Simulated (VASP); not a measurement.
# CdTe (e600) (I-4m2) in VASP: further runs, part 2 of 2

VASP 6.6.1. Earlier steps stand in the parts before.

## Step 3: Relaxation of the atoms, PBEsol (strained cell)

Input file INCAR:

```
SYSTEM = CdTe
PREC     = Accurate       ! precision mode
ENCUT    = 450            ! plane-wave cutoff, eV
EDIFF    = 1E-7           ! SCF threshold, eV
ISMEAR   = 0              ! smearing method
SIGMA    = 0.02           ! smearing width, eV
LREAL    = .FALSE.        ! projectors in reciprocal space
LASPH    = .TRUE.         ! aspherical terms in the spheres
NELM     = 120            ! most SCF steps
ALGO     = Normal         ! electronic algorithm
ISIF     = 2              ! what is computed and relaxed
LWAVE    = .FALSE.        ! write WAVECAR
LCHARG   = .FALSE.        ! write CHGCAR
GGA      = PS             ! functional
IBRION   = 2              ! ionic algorithm
NSW      = 60             ! ionic steps
EDIFFG   = -0.002         ! ionic threshold
GGA_COMPAT= .FALSE.      
NELMIN   = 4
```

Input file KPOINTS:

```
regular mesh
0
G
  6 6 6
  0 0 0
```

Input file POSCAR:

```
CdTe
1.0
    0.0000000000      3.1511616752      3.3691454774
    3.1511616752      0.0000000000      3.3691454774
    3.1511616752      3.1511616752      0.0000000000
Cd Te
1 1
Direct
    0.0000000000      0.0000000000      0.0000000000
    0.2500000000      0.2500000000      0.2500000000
```

Potentials or basis: VASP PAW PBE potentials, release 64 (Cd, Te).

Run with:

```sh
> cat potpaw_PBE.64/Cd/POTCAR potpaw_PBE.64/Te/POTCAR > POTCAR
> mpirun -np 1 vasp_std > vasp.out
```

OUTCAR:

```text
SYSTEM = CdTe
   PREC = Accurate
   ENCUT = 450
   EDIFF = 1E-7
   ISMEAR = 0
   LREAL = .FALSE.
   LASPH = .TRUE.
   NELM = 120
   ISIF = 2
   GGA = PS
   IBRION = 2
   NSW = 60
   EDIFFG = -0.002
   NELMIN = 4

 ion  position               nearest neighbor table
   1  0.000  0.000  0.000-   2 2.79   2 2.79   2 2.79   2 2.79
   2  0.250  0.250  0.250-   1 2.79   1 2.79   1 2.79   1 2.79

  LATTYP: Found a body centered tetragonal cell.
 ALAT       =     4.4564155783
 C/A-ratio  =     1.5120427699

  Lattice vectors:

 A1 = (  -3.1511616752,   0.0000000000,   3.3691454774)
 A2 = (   3.1511616752,   0.0000000000,   3.3691454774)
 A3 = (   0.0000000000,   3.1511616752,  -3.3691454774)

Analysis of symmetry for initial positions (statically):
=====================================================================
 Subroutine PRICEL returns:
 Original cell was already a primitive cell.

 Routine SETGRP: Setting up the symmetry group for a
 body centered tetragonal supercell.

 Subroutine GETGRP returns: Found  8 space group operations
 (whereof  8 operations were pure point group operations)
 out of a pool of 16 trial point group operations.

The static configuration has the point symmetry D_2d.

Analysis of symmetry for dynamics (positions and initial velocities):
=====================================================================
 Subroutine PRICEL returns:
 Original cell was already a primitive cell.

 Routine SETGRP: Setting up the symmetry group for a
 body centered tetragonal supercell.

 Subroutine GETGRP returns: Found  8 space group operations
 (whereof  8 operations were pure point group operations)
 out of a pool of 16 trial point group operations.

The dynamic configuration has the point symmetry D_2d.

 Subroutine INISYM returns: Found  8 space group operations
 (whereof  8 operations are pure point group operations),
[... 123 lines left out ...]
   AEXX    =    0.0000 exact exchange contribution
   IVDW    =     0    specifies the selected vdW correction
   LEPSILON=     F    determine dielectric tensor
   LRPA    =     F    only Hartree local field effects (RPA)
 conjugate gradient relaxation of ions
 non-spin polarized calculation
 Gauss-broadening in eV      SIGMA  =   0.02
  energy-cutoff  :      450.00
  volume of cell :       66.91
 maximum number of plane-waves:      1463
   NGX = 15   NGY = 15   NGZ = 15

 number of electron      18.0000002 magnetization

 Free energy of the ion-electron system (eV)
  ---------------------------------------------------
  ext. energy  EPLUGINS =         0.00000000
  ---------------------------------------------------
  free energy    TOTEN  =        -5.46650225 eV

  energy without entropy =       -5.46650225  energy(sigma->0) =       -5.46650225

 E-fermi :   2.5777     XC(G=0):  -8.8593

 val. band max:        2.4494391217   @ k =   0.0000   0.0000   0.0000
 cond. band min:       3.0601400839   @ k =   0.0000   0.0000   0.0000
 fundamental gap:      0.6107009623
 Fermi energy:         2.5777338044

 k-point     1 :       0.0000    0.0000    0.0000
  band No.  band energies     occupation
      1      -8.9345      2.00000
      2      -5.9597      2.00000
      3      -5.9417      2.00000
      4      -5.9417      2.00000
      5      -5.6796      2.00000
      6      -5.6668      2.00000
      7       2.1923      2.00000
      8       2.4494      2.00000
      9       2.4494      2.00000
     10       3.0601      0.00000
     11       6.9202      0.00000
     12       6.9202      0.00000
     13       6.9333      0.00000
[... 354 lines left out ...]
  band No.  band energies     occupation
      1      -8.4018      2.00000
      2      -5.8334      2.00000
      3      -5.7926      2.00000
      4      -5.7497      2.00000
      5      -5.6511      2.00000
      6      -5.1964      2.00000
      7      -1.7635      2.00000
      8       0.0873      2.00000
      9       0.5857      2.00000
     10       4.9692      0.00000
     11       5.8718      0.00000
     12       9.1498      0.00000
     13      10.1373      0.00000

 [... further k-points ...]

------------------------ aborting loop because EDIFF is reached ----------------------------------------

  FORCE on cell =-STRESS in cart. coord.  units (eV):
  Direction    XX          YY          ZZ          XY          YZ          ZX
  --------------------------------------------------------------------------------------
  -------------------------------------------------------------------------------------
  Total        0.5653413      0.5653413      0.0364875      0.0000000      0.0000000     -0.0000000
  in kB       13.5372419     13.5372419      0.8737029      0.0000000      0.0000000     -0.0000000
  external PRESSURE =       9.3160622 kB  Pullay stress =       0.0000000 kB

 VOLUME and BASIS-vectors are now :
 -----------------------------------------------------------------------------
  energy-cutoff  :      450.00
  volume of cell :       66.91
      direct lattice vectors                 reciprocal lattice vectors
     0.000000000  3.151161675  3.369145477    -0.158671643  0.158671643  0.148405583
     3.151161675  0.000000000  3.369145477     0.158671643 -0.158671643  0.148405583
     3.151161675  3.151161675  0.000000000     0.158671643  0.158671643 -0.148405583

 POSITION                                       TOTAL-FORCE (eV/Angst)
 -----------------------------------------------------------------------------------
      0.00000      0.00000      0.00000        -0.000000     -0.000000      0.000000
      1.57558      1.57558      1.68457         0.000000      0.000000     -0.000000
 -----------------------------------------------------------------------------------
    total drift:                               -0.000000     -0.000000      0.000000

  FREE ENERGIE OF THE ION-ELECTRON SYSTEM (eV)
  ---------------------------------------------------
  free  energy   TOTEN  =        -5.4665022467 eV

  energy  without entropy=       -5.4665022467  energy(sigma->0) =       -5.46650225

 reached required accuracy - stopping structural energy minimisation
```

OSZICAR:

```text
N       E                     dE             d eps       ncg     rms          rms(c)
DAV:   1     0.940290911956E+02    0.94029E+02   -0.78217E+03   788   0.107E+03
DAV:   2    -0.198274277739E+01   -0.96012E+02   -0.92926E+02   880   0.265E+02
DAV:   3    -0.568988224712E+01   -0.37071E+01   -0.37006E+01   950   0.548E+01
DAV:   4    -0.572616214349E+01   -0.36280E-01   -0.36277E-01  1110   0.467E+00
DAV:   5    -0.572625133452E+01   -0.89191E-04   -0.89191E-04   930   0.221E-01    0.563E+00
DAV:   6    -0.548591079008E+01    0.24034E+00   -0.54426E-01   880   0.104E+01    0.468E+00
DAV:   7    -0.546751710773E+01    0.18394E-01   -0.11628E-01   875   0.260E+00    0.189E+00
DAV:   8    -0.546649931923E+01    0.10178E-02   -0.10389E-02   830   0.142E+00    0.550E-01
DAV:   9    -0.546645538984E+01    0.43929E-04   -0.80546E-04   925   0.346E-01    0.128E-01
DAV:  10    -0.546648191485E+01   -0.26525E-04   -0.12218E-04   820   0.117E-01    0.564E-02
DAV:  11    -0.546650450398E+01   -0.22589E-04   -0.49366E-05   838   0.482E-02    0.363E-02
DAV:  12    -0.546650233340E+01    0.21706E-05   -0.52276E-06   900   0.178E-02    0.189E-02
DAV:  13    -0.546650224672E+01    0.86680E-07   -0.43606E-07   880   0.452E-03
   1 F= -.54665022E+01 E0= -.54665022E+01  d E =-.546650E+01
```

Run time: 13 s. Hardware: 1 thread of AMD EPYC 9R45 (Zen 5), shared host; peak memory 0.15 GiB.

Results:

```yaml
Free_energy: -5.4665 eV
Pressure_after_relaxing: 0.9 GPa
Band_gap_on_the_k_mesh: 0.61 eV, direct
```

Final structure:
```cif
data_structure
_symmetry_space_group_name_H-M 'P 1'
_symmetry_Int_Tables_number 1
_cell_length_a 4.6131
_cell_length_b 4.6131
_cell_length_c 4.4564
_cell_angle_alpha 61.118
_cell_angle_beta 61.118
_cell_angle_gamma 57.765
_cell_volume 66.91
loop_
_atom_site_label
_atom_site_type_symbol
_atom_site_fract_x
_atom_site_fract_y
_atom_site_fract_z
_atom_site_occupancy
Cd1 Cd 0.00000 0.00000 0.00000 1
Te1 Te 0.25000 0.25000 0.25000 1
```

Levels at points of the mesh, in eV from the valence-band top:
```tsv
k point	band 5	band 6	band 7	band 8	band 9	band 10	band 11	band 12	band 13
(0.00, 0.00, 0.00)	-8.13	-8.12	-0.26	0.00	0.00	0.61	4.47	4.47	4.48
(0.50, 0.00, 0.00)	-8.11	-7.76	-4.64	-1.06	-0.71	1.62	4.90	5.25	6.89
(0.50, 0.50, 0.00)	-8.09	-7.70	-4.73	-1.82	-1.82	2.56	2.85	8.39	9.07
(0.50, 0.00, 0.50)	-8.09	-7.59	-4.39	-2.16	-2.06	2.29	2.35	8.70	8.83
```

Caveat: the cell differs from its parent crystal (strained cell); the relaxation stopped at its first step, so nothing moved; the PAW data sets were made with another functional, which shifts forces and pressure a little; spin-orbit coupling is left out, which moves the levels of the heavy elements.
